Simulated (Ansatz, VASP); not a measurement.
Given: the input of a run of VASP 6.6.1 on PbSe.

INCAR

```
SYSTEM = PbSe
AGGAC = 1.0
AGGAX = 1.0
ALDAC = 0.0
ALDAX = 1.0
ALGO = Normal
EDIFF = 1E-6
EDIFFG = -0.01
ENCUT = 600
GGA = B5
IBRION = 2
ISIF = 3
ISMEAR = -1
IVDW = 12
LASPH = .True.
LCHARG = .False.
LREAL = .False.
LWAVE = .False.
NELM = 60
NSW = 60
PREC = Accurate
SIGMA = 0.05
VDW_A1 = 0.4298
VDW_A2 = 4.2359
VDW_S6 = 1.0
VDW_S8 = 2.6996
```

KPOINTS

```
k-points
0
Gamma
  7 7 7
  0 0 0
```

File POSCAR:

```
PbSe
1.0
    3.7843220000      0.0000000000      0.0000000000
    0.0000000000      3.7843220000      0.0000000000
    0.0000000000      0.0000000000      3.7843220000
Pb Se
1 1
Direct
    0.0000000000      0.0000000000      0.0000000000
    0.5000000000      0.5000000000      0.5000000000
```

Potentials or basis: VASP PAW PBE potentials, release 64 (Pb_d, Se).

Command:

```console
$ cat potpaw_PBE.64/Pb_d/POTCAR potpaw_PBE.64/Se/POTCAR > POTCAR
$ mpirun -np 1 vasp_std > vasp.out
```

**Question.** Set up the same calculation for Ansatz 0.2.0. Potentials there: Ansatz PAW.

**Answer.** As run (the cutoff follows the program's own potentials):

Contents of input.yaml:

```yaml
crystal:
  lattice:
    - [3.784322, 0.0, 0.0]
    - [0.0, 3.784322, 0.0]
    - [0.0, 0.0, 3.784322]
  atoms:
    - { symbol: Pb, position: [0.0, 0.0, 0.0] }
    - { symbol: Se, position: [0.5, 0.5, 0.5] }
hamiltonian:
  xc: blyp
  pseudopotentials: { kind: paw }
  dispersion: d3bj
kpoints:
  mp_grid: { grid: [7, 7, 7] }
scf:
  occupations: { method: fermi_dirac, width: 0.05 }
output:
  forces: true
  stress: true
  eigenvalues: true
relax:
  f_tol: 0.01
  max_steps: 40
  cell: { stress_tol: 0.05 }
```

Potentials or basis: Ansatz PAW.

Command:

```sh
$ ansatz run input.yaml --threads 2 --pin off --max-ram 5632MiB --backend cpu --events-out ev --progress --plain --runs-dir out
```

Both were run:

|  | VASP | Ansatz | Ansatz less VASP |
| --- | --- | --- | --- |
| gap on the k mesh at the Fermi level, each at its own relaxed structure (eV) | none | none | - |
| relaxed volume (Å³/atom) | 26.51 | 26.41 | -0.098 |
| relaxed cell length with the largest relative difference (Å) | 3.757 | 3.752 | -0.0046 |

VASP's potentials were made for PBE, not for BLYP. A gap of «none» marks a metal or a gap that the smearing closes. VASP's potentials hold 20 valence electrons a cell and Ansatz's 30, so a difference there can come from the potentials and not from the codes.

Spin-orbit coupling is off throughout. Noted on Ansatz's run: the plane-wave basis is chosen anew once the cell has moved, so the energies of steps on either side of that aren't comparable.
